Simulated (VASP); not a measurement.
## Al2BP3: single point with PBE

Al2BP3:

```
Al B P
1.0
    -1.81142    1.81142    8.04248
     1.81142   -1.81142    8.04248
     1.81142    1.81142   -8.04248
Al B P
2 1 3
Direct
  0.84064 0.84064 0.00000
  0.15936 0.15936 0.00000
  0.50000 0.50000 0.00000
  0.56693 0.06693 0.50000
  0.25000 0.75000 0.50000
  0.93307 0.43307 0.50000
```

```
Program             : VASP 6.6.1
Task                : single point
Functional          : PBE
Potentials or basis : VASP PAW PBE potentials, release 64 (Al, B, P)
Cutoff              : 520 eV
k mesh              : 6 × 6 × 6
Occupations         : gaussian, width 0.1 eV
Spin                : no spin polarisation
```

| Item | Value |
| --- | --- |
| Pressure | 0.1 GPa |
| Largest force | 0.017 eV/Å |
| Band gap on the k mesh | 0.90 eV, indirect (least direct gap 1.06 eV) |

Forces in eV/Å, atoms in the order of the input:
```
Al   0.000  0.000  0.016
Al   0.000  0.000 -0.016
B    0.000  0.000  0.000
P    0.000  0.000 -0.017
P    0.000  0.000  0.000
P    0.000  0.000  0.017
```

Levels at points of the mesh, in eV from the valence-band top:
```tsv
k point	band 10	band 11	band 12	band 13	band 14	band 15
(0.00, 0.00, 0.00)	-0.39	0.00	0.00	1.06	1.21	2.49
(0.50, 0.00, 0.00)	-1.46	-0.71	-0.65	1.65	3.07	3.73
(0.50, 0.50, 0.00)	-3.68	-3.00	-2.84	1.05	1.71	2.73
(0.50, 0.50, 0.50)	-1.25	-0.50	-0.50	0.90	1.36	2.55
```

Run time: 3.6 min on 1 thread of Intel Xeon 6975P-C, with other jobs on the host, peak memory 0.54 GiB.

A k mesh can miss the band edges.
